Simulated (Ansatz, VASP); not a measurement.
## Al2Cu in VASP and in Ansatz

```
Al Cu
1.0
     4.10518    0.00000    0.00000
     0.00000    4.10518    0.00000
     0.00000    0.00000    2.89131
Al Cu
2 1
Direct
  0.50000 0.00000 0.50000
  0.00000 0.50000 0.50000
  0.00000 0.00000 0.00000
```

Alike in both runs: task single point; functional PBE; k mesh 4 × 4 × 6; no spin polarisation.

|  | VASP | Ansatz |
| --- | --- | --- |
| version | VASP 6.6.1 | Ansatz 0.2.0 |
| potentials or method | VASP PAW PBE potentials, release 64 (Al, Cu), cutoff 520 eV | scalar-relativistic, plane waves, PAW |
| occupations | methfessel-paxton of order 1, width 0.023 eV | cold, width 0.023 eV |
| valence electrons in the cell | 17 | 25 |

```tsv
	VASP	Ansatz	Ansatz less VASP
gap on the k mesh at the Fermi level (eV)	none	none	-
pressure (GPa)	0.8	0.5	-0.30
traceless stress, the component that is largest in VASP (GPa)	2.13	2.13	+0.002
```

A gap of «none» marks a metal or a gap that the smearing closes. VASP's potentials hold 17 valence electrons a cell and Ansatz's 25, so a difference there can come from the potentials and not from the codes.

The k mesh is coarse, so the values compare programs but aren't converged.
